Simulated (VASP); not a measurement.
InP: single point with PBE

Crystal: InP.

```
In P
1.0
     0.00000    2.93488    2.95379
     2.93488    0.00000    2.95379
     2.93488    2.93488    0.00000
In P
1 1
Direct
  0.00000 0.00000 0.00000
  0.25000 0.25000 0.25000
```

This cell differs from its parent crystal: biaxial xy strain -0.6%.

```yaml
Program: VASP 6.6.1
Task: single point
Functional: PBE
Potentials_or_basis: VASP PAW PBE potentials, release 64 (In_d, P)
Cutoff: 520 eV
k_mesh: 8 × 8 × 8
Occupations: fermi-dirac, width 0.02 eV
Spin: no spin polarisation
```

* Pressure: 2.5 GPa
* Band gap on the k mesh: 0.64 eV

Stress tensor (GPa, compression positive):
```
2.57 0.00 0.00
0.00 2.57 0.00
0.00 0.00 2.31
```

Levels at points of the mesh, in eV from the valence-band top:
| k point | band 7 | band 8 | band 9 | band 10 | band 11 | band 12 |
| --- | --- | --- | --- | --- | --- | --- |
| (0.00, 0.00, 0.00) | -0.03 | 0.00 | 0.00 | 0.64 | 4.08 | 4.08 |
| (0.50, 0.00, 0.00) | -5.68 | -0.99 | -0.94 | 1.46 | 4.78 | 4.82 |
| (0.50, 0.50, 0.00) | -5.74 | -2.27 | -2.27 | 1.79 | 2.30 | 9.09 |
| (0.50, 0.00, 0.50) | -5.70 | -2.31 | -2.30 | 1.76 | 2.24 | 9.15 |

It took 34 s on 1 thread of Intel(R) Xeon(R) Platinum 8488C (Sapphire Rapids), with other jobs on the host, peak memory 0.2 GiB.

Caveat: the cell differs from its parent crystal (biaxial xy strain -0.6%); spin-orbit coupling is left out, which moves the levels of the heavy elements.
